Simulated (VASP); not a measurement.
# K2Nb2O (P-3m1) in VASP: notebook, part 3 of 3

VASP 6.6.1.

## 6. Single point, PBE

This run uses another cell than the first one, of 26.94 Å³/atom, 1.094 times its volume.

Input file INCAR:

```
SYSTEM = K2Nb2O
PREC = Accurate
ENCUT = 520
EDIFF = 1E-6
ISMEAR = 0
SIGMA = 0.1
LREAL = .FALSE.
LASPH = .TRUE.
NELM = 100
ALGO = Normal
ISIF = 2
LWAVE = .FALSE.
LCHARG = .FALSE.
GGA = PE
NBANDS = 33
```

Input file KPOINTS:

```
Automatic mesh
0
G
  12 12 4
  0 0 0
```

Input file POSCAR:

```
K2Nb2O
1.0
    3.5348785062      0.0000000000      0.0000000000
   -1.7674392531      3.0612945857      0.0000000000
    0.0000000000      0.0000000000     12.4461695300
K Nb O
2 2 1
Direct
    0.0000000000      0.0000000000      0.3282613337
    0.0000000000      0.0000000000      0.6717386663
    0.3333333333      0.6666666667      0.9303635833
    0.6666666667      0.3333333333      0.0696364167
    0.0000000000      0.0000000000      0.0000000000
```

Potentials or basis: VASP PAW PBE potentials, release 64 (K_sv, Nb_sv, O).

Run with:

```bash
> cat potpaw_PBE.64/K_sv/POTCAR potpaw_PBE.64/Nb_sv/POTCAR potpaw_PBE.64/O/POTCAR > POTCAR
> mpirun -np 1 vasp_std > vasp.out
```

OUTCAR:

```text
SYSTEM = K2Nb2O
   PREC = Accurate
   ENCUT = 520
   EDIFF = 1E-6
   ISMEAR = 0
   LREAL = .FALSE.
   LASPH = .TRUE.
   NELM = 100
   ISIF = 2
   GGA = PE

 ion  position               nearest neighbor table
   1  0.000  0.000  0.328-
   2  0.000  0.000  0.672-
   3  0.333  0.667  0.930-   5 2.22   5 2.22   5 2.22   4 2.68   4 2.68   4 2.68
   4  0.667  0.333  0.070-   5 2.22   5 2.22   5 2.22   3 2.68   3 2.68   3 2.68
   5  0.000  0.000  0.000-   3 2.22   4 2.22   4 2.22   3 2.22   4 2.22   3 2.22

  LATTYP: Found a hexagonal cell.
 ALAT       =     3.5348785062
 C/A-ratio  =     3.5209610481

  Lattice vectors:

 A1 = (   3.5348785062,   0.0000000000,   0.0000000000)
 A2 = (  -1.7674392531,   3.0612945857,   0.0000000000)
 A3 = (   0.0000000000,   0.0000000000,  12.4461695300)

Analysis of symmetry for initial positions (statically):
=====================================================================
 Subroutine PRICEL returns:
 Original cell was already a primitive cell.

 Routine SETGRP: Setting up the symmetry group for a
 hexagonal supercell.

 Subroutine GETGRP returns: Found 12 space group operations
 (whereof 12 operations were pure point group operations)
 out of a pool of 24 trial point group operations.

The static configuration has the point symmetry D_3d.

Analysis of symmetry for dynamics (positions and initial velocities):
=====================================================================
 Subroutine PRICEL returns:
 Original cell was already a primitive cell.

 Routine SETGRP: Setting up the symmetry group for a
 hexagonal supercell.

 Subroutine GETGRP returns: Found 12 space group operations
 (whereof 12 operations were pure point group operations)
 out of a pool of 24 trial point group operations.

The dynamic configuration has the point symmetry D_3d.

 Subroutine INISYM returns: Found 12 space group operations
 (whereof 12 operations are pure point group operations),
 and found     1 'primitive' translations

----------------------------------------------------------------------------------------

                                     Primitive cell

  volume of cell :     134.6838

  direct lattice vectors                    reciprocal lattice vectors
     3.534878506  0.000000000  0.000000000     0.282895154  0.163329593  0.000000000
    -1.767439253  3.061294586  0.000000000     0.000000000  0.326659187  0.000000000
     0.000000000  0.000000000 12.446169530     0.000000000  0.000000000  0.080346005

  length of vectors
     3.534878506  3.534878506 12.446169530     0.326659187  0.326659187  0.080346005

  position of ions in fractional coordinates (direct lattice)
     0.000000000  0.000000000  0.328261334
     0.000000000  0.000000000  0.671738666
     0.333333333  0.666666667  0.930363583
     0.666666667  0.333333333  0.069636417
     0.000000000  0.000000000  0.000000000

  ion indices of the primitive-cell ions
   primitive index   ion index
                 1           1
                 2           2
                 3           3
                 4           4
                 5           5

----------------------------------------------------------------------------------------

 KPOINTS: Automatic mesh

Automatic generation of k-mesh.
 Grid dimensions read from file:
 generate k-points for:   12   12    4

 Generating k-lattice:

  Cartesian coordinates                     Fractional coordinates (reciprocal lattice)
     0.023574596  0.013610799  0.000000000     0.083333333  0.000000000  0.000000000
     0.000000000  0.027221599  0.000000000     0.000000000  0.083333333  0.000000000
     0.000000000  0.000000000  0.020086501     0.000000000  0.000000000  0.250000000

  Length of vectors
     0.027221599  0.027221599  0.020086501

  Shift w.r.t. Gamma in fractional coordinates (k-lattice)
     0.000000000  0.000000000  0.000000000

 Subroutine IBZKPT returns following result:
 ===========================================

 Found     69 irreducible k-points:

 Following reciprocal coordinates:
            Coordinates               Weight
  0.000000  0.000000  0.000000      1.000000
  0.083333  0.000000  0.000000      6.000000
  0.166667  0.000000  0.000000      6.000000
  0.250000  0.000000  0.000000      6.000000
  0.333333  0.000000  0.000000      6.000000
  0.416667  0.000000  0.000000      6.000000
[... 16 lines left out ...]
  0.166667  0.000000  0.250000      6.000000
  0.000000  0.166667  0.250000      6.000000
 [... further k-points ...]
   k-points           NKPTS =     69   k-points in BZ     NKDIM =     69   number of bands    NBANDS=     33
   number of dos      NEDOS =    301   number of ions     NIONS =      5
   total plane-waves  NPLWV =  75264
   dimension x,y,z NGX =    28 NGY =   28 NGZ =   96
   dimension x,y,z NGXF=    56 NGYF=   56 NGZF=  192
   ions per type =               2   2   1
   NGX,Y,Z   is equivalent  to a cutoff of  13.17, 13.17, 12.82 a.u.
   NGXF,Y,Z  is equivalent  to a cutoff of  26.34, 26.34, 25.65 a.u.
 SYSTEM =  K2Nb2O
   PREC   = accura    normal or accurate (medium, high low for compatibility)
   ISTART =      0    job   : 0-new  1-cont  2-samecut
   ICHARG =      2    charge: 1-file 2-atom 10-const
   ISPIN  =      1    spin polarized calculation?
   LNONCOLLINEAR =      F non collinear calculations
   LSORBIT =      F    spin-orbit coupling
   LASPH  =      T    aspherical Exc in radial PAW
   ENCUT  =  520.0 eV  38.22 Ry    6.18 a.u.   6.57  6.57 23.14*2*pi/ulx,y,z
   NELM   =    100;   NELMIN=  2; NELMDL= -5     # of ELM steps
   EDIFF  = 0.1E-05   stopping-criterion for ELM
   LREAL  =      F    real-space projection
   EDIFFG = 0.1E-04   stopping-criterion for IOM
   NSW    =      0    number of steps for IOM
   IBRION =     -1    ionic relax: 0-MD 1-quasi-New 2-CG
   NFREE  =      0    steps in history (QN), initial steepest desc. (CG)
   ISIF   =      2    stress and relaxation
   ISYM   =      2    0-nonsym 1-usesym 2-fastsym
   POTIM  = 0.5000    time-step for ionic-motion
   TEBEG  =    0.0;   TEEND  =   0.0 temperature during run
   PSTRESS=    0.0 pullay stress
   NELECT =      50.0000    total number of electrons
   NUPDOWN=      -1.0000    fix difference up-down
   EMIN   =  10.00;   EMAX   =-10.00  energy-range for DOS
   EFERMI =   0.00;   METHOD = LEGACY
   ISMEAR =     0;   SIGMA  =   0.10  broadening in eV -4-tet -1-fermi 0-gaus
   EFERMI_NEDOS =   21; number of points for ismear=-14 and -15
   IALGO  =     38    algorithm
   IMIX   =      4    mixing-type and parameters
     AMIX     =   0.40;   BMIX     =  1.00
     AMIX_MAG =   1.60;   BMIX_MAG =  1.00
  volume/ion in A,a.u.               =      26.94       181.78
  Fermi-wavevector in a.u.,A,eV,Ry     =   1.176593  2.223439 18.835523  1.384372
  Thomas-Fermi vector in A             =   2.312955
   LORBIT       =      0    0 simple, 1 ext, 2 COOP (PROOUT), +10 PAW based schemes
   GGA     = PE    functional components
   LHFCALC =     F    Hartree Fock is set to
   AEXX    =    0.0000 exact exchange contribution
   IVDW    =     0    specifies the selected vdW correction
   LEPSILON=     F    determine dielectric tensor
   LRPA    =     F    only Hartree local field effects (RPA)
 non-spin polarized calculation
 Gauss-broadening in eV      SIGMA  =   0.10
  energy-cutoff  :      520.00
  volume of cell :      134.68
 maximum number of plane-waves:      3682
 NGX is ok and might be reduce to    28
   NGX = 13   NGY = 13   NGZ = 47

 number of electron      50.0000011 magnetization

 Free energy of the ion-electron system (eV)
  ---------------------------------------------------
  ext. energy  EPLUGINS =         0.00000000
  ---------------------------------------------------
  free energy    TOTEN  =       -27.99348028 eV

  energy without entropy =      -27.97694690  energy(sigma->0) =      -27.98521359

 E-fermi :   4.2955     XC(G=0):  -8.7682

 val. band max:        4.2939180885   @ k =   0.2500   0.0000   0.5000
 cond. band min:       4.3035097172   @ k =   0.4167   0.1667   0.0000
 fundamental gap:      0.0095916287
 Fermi energy:         4.2955386592

 k-point     1 :       0.0000    0.0000    0.0000
  band No.  band energies     occupation
      1     -51.3394      2.00000
      2     -51.0059      2.00000
      3     -27.8198      2.00000
      4     -27.8149      2.00000
      5     -27.6929      2.00000
      6     -27.4691      2.00000
[... 25 lines left out ...]
     32       7.2444      0.00000
     33       7.2664      0.00000
[... 797 lines left out ...]
      3     -27.7966      2.00000
      4     -27.7930      2.00000
      5     -27.7428      2.00000
      6     -27.5742      2.00000
[... 25 lines left out ...]
     32       6.8368      0.00000
     33       7.4135      0.00000

 [... further k-points ...]
[... 5 lines left out ...]
  --------------------------------------------------------------------------------------
  -------------------------------------------------------------------------------------
  Total       -0.0900406     -0.0900406     -0.0622585      0.0000000      0.0000000      0.0000000
  in kB       -1.0711095     -1.0711095     -0.7406169      0.0000000      0.0000000      0.0000000
  external PRESSURE =      -0.9609453 kB  Pullay stress =       0.0000000 kB

 VOLUME and BASIS-vectors are now :
 -----------------------------------------------------------------------------
  energy-cutoff  :      520.00
  volume of cell :      134.68
      direct lattice vectors                 reciprocal lattice vectors
     3.534878506  0.000000000  0.000000000     0.282895154  0.163329593  0.000000000
    -1.767439253  3.061294586  0.000000000     0.000000000  0.326659187  0.000000000
     0.000000000  0.000000000 12.446169530     0.000000000  0.000000000  0.080346005

 POSITION                                       TOTAL-FORCE (eV/Angst)
 -----------------------------------------------------------------------------------
      0.00000      0.00000      4.08560         0.000000      0.000000      0.003395
      0.00000      0.00000      8.36057         0.000000     -0.000000     -0.003395
     -0.00000      2.04086     11.57946        -0.000000      0.000000      0.002720
      1.76744      1.02043      0.86671         0.000000     -0.000000     -0.002720
      0.00000      0.00000      0.00000         0.000000      0.000000      0.000000
 -----------------------------------------------------------------------------------
    total drift:                                0.000000      0.000000      0.000000

  FREE ENERGIE OF THE ION-ELECTRON SYSTEM (eV)
  ---------------------------------------------------
  free  energy   TOTEN  =       -27.9934802829 eV

  energy  without entropy=      -27.9769469032  energy(sigma->0) =      -27.98521359
```

Run time: 2.3 min. Hardware: 1 thread of Intel Xeon 6975P-C (Granite Rapids), shared host; peak memory 0.43 GiB.

Results:

```yaml
Free_energy: -27.9935 eV
Pressure: -0.1 GPa
Largest_force: 0.003 eV/Å
Band_gap_on_the_k_mesh: zero (band 25 reaches 4.60 eV, above the bottom of band 26 at 3.75 eV)
```

Forces on the atoms (eV/Å):
```
K    0.000  0.000  0.003
K    0.000  0.000 -0.003
Nb   0.000  0.000  0.003
Nb   0.000  0.000 -0.003
O    0.000  0.000  0.000
```

Levels at points of the mesh, in eV from the Fermi level:
| k point | band 22 | band 23 | band 24 | band 25 | band 26 | band 27 | band 28 | band 29 |
| --- | --- | --- | --- | --- | --- | --- | --- | --- |
| (0.00, 0.00, 0.00) | -2.05 | -2.05 | -2.01 | -1.55 | -0.29 | 1.03 | 1.22 | 1.71 |
| (0.50, 0.00, 0.00) | -1.42 | -1.22 | -0.77 | -0.18 | 0.37 | 1.21 | 1.25 | 1.33 |
| (0.00, 0.00, 0.50) | -2.59 | -2.05 | -2.05 | -0.76 | -0.14 | -0.12 | 1.71 | 1.71 |
| (0.50, 0.00, 0.50) | -1.41 | -1.22 | -0.77 | -0.24 | 0.40 | 1.25 | 1.30 | 1.30 |

## 7. Overview

| task | spin | cell | k mesh | cutoff (eV) | gap on the mesh (eV) | pressure (GPa) | largest force (eV/Å) |
| --- | --- | --- | --- | --- | --- | --- | --- |
| single point | off | a = 4.294, b = 4.294, c = 7.713 Å, angles 90.0, 90.0, 120.0°, 5 atoms | 6 × 6 × 2 | 520 | none | -0.9 | 5.47 |
| single point | off | a = 3.539, b = 3.539, c = 12.493 Å, angles 90.0, 90.0, 120.0°, 5 atoms | 6 × 6 × 2 | 520 | none | -0.1 | - |
| single point | collinear, zero start | a = 4.294, b = 4.294, c = 7.713 Å, angles 90.0, 90.0, 120.0°, 5 atoms | 6 × 6 × 2 | 520 | none | -0.9 | 5.47 |
| relaxation of cell and atoms | off | relaxed from a = 4.294, b = 4.294, c = 7.713 Å, angles 90.0, 90.0, 120.0°, 5 atoms | 6 × 6 × 2 | 600 | none | 0.0 | 0.04 |
| single point | off | a = 3.535, b = 3.535, c = 12.446 Å, angles 90.0, 90.0, 120.0°, 5 atoms | 12 × 12 × 4 | 520 | none | -0.1 | - |

Alike in all rows: level PBE; potentials or basis VASP PAW PBE potentials, release 64 (K_sv, Nb_sv, O); smearing gaussian 0.1 eV.

Caveats: some runs use coarse meshes; forces of over 1 eV/Å act on the atoms, so gaps and moduli don't describe the material at rest (some runs).

Absolute energies hang on the potentials; compare differences alone.
